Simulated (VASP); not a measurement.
# NiO (Fm-3m) in VASP: relaxation of cell and atoms with PBEsol

Aim: the relaxation of cell and atoms of NiO with PBEsol.

Program: VASP 6.6.1. These are calculated values, not measurements. Logs are shortened: lines on timing, memory, paths and dates and some standing lists are left out, and cuts for length are marked.

### Step 1. The cell of the first run

It takes space group Fm-3m (No. 225, cubic). Conventional cell: a = 4.106 Å, b = 4.106 Å, c = 4.106 Å, α = 90.00°, β = 90.00°, γ = 90.00°. Within 2.7 Å of Ni (site symmetry m-3m) lie 6 O at 2.05 Å. Within 2.7 Å of O (site symmetry m-3m) lie 6 Ni at 2.05 Å.

### Step 2. Relaxation of cell and atoms, PBEsol, collinear spin, ferromagnetic start

INCAR reads:

```
PREC = Accurate ; ENCUT = 600
EDIFF = 1E-6 ; ISMEAR = 0
SIGMA = 0.1 ; LREAL = F
LASPH = T ; NELM = 150
ALGO = Normal ; ISIF = 3
LWAVE = F ; LCHARG = F
ISPIN = 2 ; MAGMOM = 0.89 0.15
LORBIT = 11 ; LMAXMIX = 4
GGA = PS ; IBRION = 2
NSW = 100 ; EDIFFG = -0.005
```

KPOINTS reads:

```
Automatic mesh
0
Gamma
  18 18 18
```

POSCAR reads:

```
NiO
1.0
    0.0000000000      2.0529280602      2.0529280602
    2.0529280602      0.0000000000      2.0529280602
    2.0529280602      2.0529280602      0.0000000000
Ni O
1 1
Direct
    0.0000000000      0.0000000000      0.0000000000
    0.5000000000      0.5000000000      0.5000000000
```

Potentials or basis: VASP PAW PBE potentials, release 64 (Ni, O).

On the command line:

```console
cat potpaw_PBE.64/Ni/POTCAR potpaw_PBE.64/O/POTCAR > POTCAR
mpirun -np 1 vasp_std > vasp.out
```

OUTCAR:

```text
PREC = Accurate
   ENCUT = 600
   EDIFF = 1E-6
   ISMEAR = 0
   LREAL = F
   LASPH = T
   NELM = 150
   ISIF = 3
   ISPIN = 2
   LORBIT = 11
   GGA = PS
   IBRION = 2
   NSW = 100
   EDIFFG = -0.005

 ion  position               nearest neighbor table
   1  0.000  0.000  0.000-   2 2.05   2 2.05   2 2.05   2 2.05   2 2.05   2 2.05
   2  0.500  0.500  0.500-   1 2.05   1 2.05   1 2.05   1 2.05   1 2.05   1 2.05

  LATTYP: Found a face centered cubic cell.
 ALAT       =     4.1058561204

  Lattice vectors:

 A1 = (   0.0000000000,   2.0529280602,   2.0529280602)
 A2 = (   2.0529280602,   0.0000000000,   2.0529280602)
 A3 = (   2.0529280602,   2.0529280602,   0.0000000000)

Analysis of symmetry for initial positions (statically):
=====================================================================
 Subroutine PRICEL returns:
 Original cell was already a primitive cell.

 Routine SETGRP: Setting up the symmetry group for a
 face centered cubic supercell.

 Subroutine GETGRP returns: Found 48 space group operations
[... 9 lines left out ...]

 Routine SETGRP: Setting up the symmetry group for a
 face centered cubic supercell.

 Subroutine GETGRP returns: Found 48 space group operations
 (whereof 48 operations were pure point group operations)
 out of a pool of 48 trial point group operations.

The dynamic configuration has the point symmetry O_h .

Analysis of structural, dynamic, and magnetic symmetry:
=====================================================================
 Subroutine PRICEL returns:
 Original cell was already a primitive cell.

 Routine SETGRP: Setting up the symmetry group for a
 face centered cubic supercell.

 Subroutine GETGRP returns: Found 48 space group operations
 (whereof 48 operations were pure point group operations)
 out of a pool of 48 trial point group operations.

The overall configuration has the point symmetry O_h .

 Subroutine INISYM returns: Found 48 space group operations
[... 5 lines left out ...]
                                     Primitive cell

  volume of cell :      17.3042

  direct lattice vectors                    reciprocal lattice vectors
     0.000000000  2.052928060  2.052928060    -0.243554565  0.243554565  0.243554565
     2.052928060  0.000000000  2.052928060     0.243554565 -0.243554565  0.243554565
     2.052928060  2.052928060  0.000000000     0.243554565  0.243554565 -0.243554565

  length of vectors
     2.903278705  2.903278705  2.903278705     0.421848880  0.421848880  0.421848880

  position of ions in fractional coordinates (direct lattice)
     0.000000000  0.000000000  0.000000000
     0.500000000  0.500000000  0.500000000

  ion indices of the primitive-cell ions
   primitive index   ion index
                 1           1
                 2           2

----------------------------------------------------------------------------------------

 KPOINTS: Automatic mesh

Automatic generation of k-mesh.
 Grid dimensions read from file:
 generate k-points for:   18   18   18

 Generating k-lattice:

  Cartesian coordinates                     Fractional coordinates (reciprocal lattice)
    -0.013530809  0.013530809  0.013530809     0.055555556  0.000000000  0.000000000
     0.013530809 -0.013530809  0.013530809     0.000000000  0.055555556  0.000000000
     0.013530809  0.013530809 -0.013530809     0.000000000  0.000000000  0.055555556

  Length of vectors
     0.023436049  0.023436049  0.023436049

  Shift w.r.t. Gamma in fractional coordinates (k-lattice)
     0.000000000  0.000000000  0.000000000

 Subroutine IBZKPT returns following result:
 ===========================================

 Found    195 irreducible k-points:

 Following reciprocal coordinates:
            Coordinates               Weight
  0.000000  0.000000  0.000000      1.000000
  0.055556  0.000000  0.000000      8.000000
  0.111111  0.000000  0.000000      8.000000
  0.166667  0.000000  0.000000      8.000000
  0.222222  0.000000  0.000000      8.000000
  0.277778  0.000000  0.000000      8.000000
[... 16 lines left out ...]
 -0.277778  0.055556  0.000000     24.000000
 -0.222222  0.055556  0.000000     24.000000
 [... further k-points ...]
   k-points           NKPTS =    195   k-points in BZ     NKDIM =    195   number of bands    NBANDS=     13
   number of dos      NEDOS =    301   number of ions     NIONS =      2
   total plane-waves  NPLWV =  13824
   dimension x,y,z NGX =    24 NGY =   24 NGZ =   24
   dimension x,y,z NGXF=    48 NGYF=   48 NGZF=   48
   ions per type =               1   1
   NGX,Y,Z   is equivalent  to a cutoff of  13.74, 13.74, 13.74 a.u.
   NGXF,Y,Z  is equivalent  to a cutoff of  27.49, 27.49, 27.49 a.u.
 SYSTEM =  unknown system
   PREC   = accura    normal or accurate (medium, high low for compatibility)
   ISTART =      0    job   : 0-new  1-cont  2-samecut
   ICHARG =      2    charge: 1-file 2-atom 10-const
   ISPIN  =      2    spin polarized calculation?
   LNONCOLLINEAR =      F non collinear calculations
   LSORBIT =      F    spin-orbit coupling
   LASPH  =      T    aspherical Exc in radial PAW
   ENCUT  =  600.0 eV  44.10 Ry    6.64 a.u.   5.80  5.80  5.80*2*pi/ulx,y,z
   NELM   =    150;   NELMIN=  2; NELMDL= -5     # of ELM steps
   EDIFF  = 0.1E-05   stopping-criterion for ELM
   LREAL  =      F    real-space projection
   EDIFFG = -.5E-02   stopping-criterion for IOM
   NSW    =    100    number of steps for IOM
   IBRION =      2    ionic relax: 0-MD 1-quasi-New 2-CG
   NFREE  =      1    steps in history (QN), initial steepest desc. (CG)
   ISIF   =      3    stress and relaxation
   ISYM   =      2    0-nonsym 1-usesym 2-fastsym
   POTIM  = 0.5000    time-step for ionic-motion
   TEBEG  =    0.0;   TEEND  =   0.0 temperature during run
   PSTRESS=    0.0 pullay stress
   NELECT =      16.0000    total number of electrons
   NUPDOWN=      -1.0000    fix difference up-down
   EMIN   =  10.00;   EMAX   =-10.00  energy-range for DOS
   EFERMI =   0.00;   METHOD = LEGACY
   ISMEAR =     0;   SIGMA  =   0.10  broadening in eV -4-tet -1-fermi 0-gaus
   EFERMI_NEDOS =   21; number of points for ismear=-14 and -15
   IALGO  =     38    algorithm
   IMIX   =      4    mixing-type and parameters
     AMIX     =   0.40;   BMIX     =  1.00
     AMIX_MAG =   1.60;   BMIX_MAG =  1.00
  volume/ion in A,a.u.               =       8.65        58.39
  Fermi-wavevector in a.u.,A,eV,Ry     =   1.594891  3.013908 34.608845  2.543678
  Thomas-Fermi vector in A             =   2.692895
   LORBIT       =     11    0 simple, 1 ext, 2 COOP (PROOUT), +10 PAW based schemes
   GGA     = PS    functional components
   LHFCALC =     F    Hartree Fock is set to
   AEXX    =    0.0000 exact exchange contribution
   IVDW    =     0    specifies the selected vdW correction
   LEPSILON=     F    determine dielectric tensor
   LRPA    =     F    only Hartree local field effects (RPA)
 conjugate gradient relaxation of ions
 spin polarized calculation
 Gauss-broadening in eV      SIGMA  =   0.10
  energy-cutoff  :      600.00
  volume of cell :       17.30
 maximum number of plane-waves:       589
   NGX = 11   NGY = 11   NGZ = 11

--------------------------------------- Ionic step        1  -------------------------------------------

 number of electron      15.9999989 magnetization       0.8993758

 Free energy of the ion-electron system (eV)
  ---------------------------------------------------
  ext. energy  EPLUGINS =         0.00000000
  ---------------------------------------------------
  free energy    TOTEN  =       -12.40034465 eV

  energy without entropy =      -12.39081499  energy(sigma->0) =      -12.39557982

------------------------ aborting loop because EDIFF is reached ----------------------------------------

  FORCE on cell =-STRESS in cart. coord.  units (eV):
  Direction    XX          YY          ZZ          XY          YZ          ZX
  --------------------------------------------------------------------------------------
  -------------------------------------------------------------------------------------
  Total       -0.0443120     -0.0443120     -0.0443120      0.0000000      0.0000000      0.0000000
  in kB       -4.1028009     -4.1028009     -4.1028009      0.0000000      0.0000000      0.0000000
  external PRESSURE =      -4.1028009 kB  Pullay stress =       0.0000000 kB
[... 57 lines left out ...]
  energy  without entropy=      -12.3913427052  energy(sigma->0) =      -12.39587035

--------------------------------------- Ionic step        3  -------------------------------------------

 number of electron      15.9999990 magnetization       0.8636673

 Free energy of the ion-electron system (eV)
  ---------------------------------------------------
  ext. energy  EPLUGINS =         0.00000000
  ---------------------------------------------------
  free energy    TOTEN  =       -12.40040325 eV

  energy without entropy =      -12.39132729  energy(sigma->0) =      -12.39586527

 E-fermi :   8.5416     XC(G=0): -13.2624

 val. band max:        8.5407271754   @ k =  -0.3333   0.3333   0.0000
 cond. band min:       8.5446928903   @ k =  -0.4444   0.3333   0.1111
 fundamental gap:      0.0039657149
 Fermi energy:         8.5416269240

 spin component 1

 k-point     1 :       0.0000    0.0000    0.0000
  band No.  band energies     occupation
      1     -12.4153      1.00000
      2       5.1667      1.00000
      3       5.1667      1.00000
      4       5.1667      1.00000
      5       6.1498      1.00000
      6       6.1498      1.00000
      7       6.2056      1.00000
      8       6.2056      1.00000
      9       6.2056      1.00000
     10      10.3196      0.00000
     11      26.3121      0.00000
     12      27.8117      0.00000
     13      27.8117      0.00000
[... 353 lines left out ...]
 k-point    24 :      -0.2222    0.0556    0.0000
  band No.  band energies     occupation
      1     -11.7347      1.00000
      2       2.0091      1.00000
      3       3.2744      1.00000
      4       3.5196      1.00000
      5       6.5517      1.00000
      6       6.6016      1.00000
      7       6.9445      1.00000
      8       7.8389      1.00000
      9       8.4400      0.92465
     10      13.0337      0.00000
     11      21.1154      0.00000
     12      24.6635      0.00000
     13      25.6197      0.00000

 [... further k-points ...]

 spin component 2

 k-point     1 :       0.0000    0.0000    0.0000
  band No.  band energies     occupation
      1     -12.2270      1.00000
      2       5.3877      1.00000
      3       5.3877      1.00000
      4       5.3877      1.00000
      5       6.6598      1.00000
      6       6.6598      1.00000
      7       6.6598      1.00000
      8       7.3155      1.00000
      9       7.3155      1.00000
     10      10.4922      0.00000
     11      26.3022      0.00000
     12      27.9486      0.00000
     13      27.9486      0.00000
[... 397 lines left out ...]
  FREE ENERGIE OF THE ION-ELECTRON SYSTEM (eV)
  ---------------------------------------------------
  free  energy   TOTEN  =       -12.4004032547 eV

  energy  without entropy=      -12.3913272896  energy(sigma->0) =      -12.39586527

 reached required accuracy - stopping structural energy minimisation

 total charge

# of ion       s       p       d       tot
------------------------------------------
    1        0.351   0.442   8.360   9.153
    2        1.559   3.386   0.000   4.944
--------------------------------------------------
tot          1.909   3.828   8.360  14.098

 magnetization (x)

# of ion       s       p       d       tot
------------------------------------------
    1        0.009   0.010   0.714   0.733
    2        0.017   0.093   0.000   0.110
--------------------------------------------------
tot          0.026   0.103   0.714   0.843
```

It took 7.6 min on 1 thread of AMD EPYC 7R13, shared host; peak memory 0.2 GiB.

Results:

```
Free energy                                           : -12.4004 eV
Relaxed volume                                        : 8.63 Å³/atom
Relaxed cell                                          : a = 2.901 Å, b = 2.901 Å, c = 2.901 Å, α = 60.00°, β = 60.00°, γ = 60.00°
Space group after relaxing (to 0.05 Å)                : Fm-3m (No. 225)
Energy gained by relaxing                             : 0.0 meV/atom
Ionic steps                                           : 3
Pressure after relaxing                               : -0.1 GPa
Net moment                                            : 0.86 μB per cell
Site moments                                          : Ni +0.73; O +0.11 μB
Valence electrons inside the program's atomic spheres : Ni 9.15; O 4.94
```

Final structure:
```cif
data_structure
_symmetry_space_group_name_H-M 'P 1'
_symmetry_Int_Tables_number 1
_cell_length_a 2.9009
_cell_length_b 2.9009
_cell_length_c 2.9009
_cell_angle_alpha 60.000
_cell_angle_beta 60.000
_cell_angle_gamma 60.000
_cell_volume 17.26
loop_
_atom_site_label
_atom_site_type_symbol
_atom_site_fract_x
_atom_site_fract_y
_atom_site_fract_z
_atom_site_occupancy
Ni1 Ni 0.00000 0.00000 0.00000 1
O1 O 0.50000 0.50000 0.50000 1
```

Caveat: the PAW data sets were made with another functional, which shifts forces and pressure a little; a cell with one magnetic atom can't hold antiferromagnetic order, which such compounds often take; semilocal functionals often make such compounds metallic where correlation or magnetic order opens a gap, which also shifts bond lengths. With open d or f shells a metallic result of PBEsol can be an artefact of self-interaction; +U or a hybrid may open a gap.
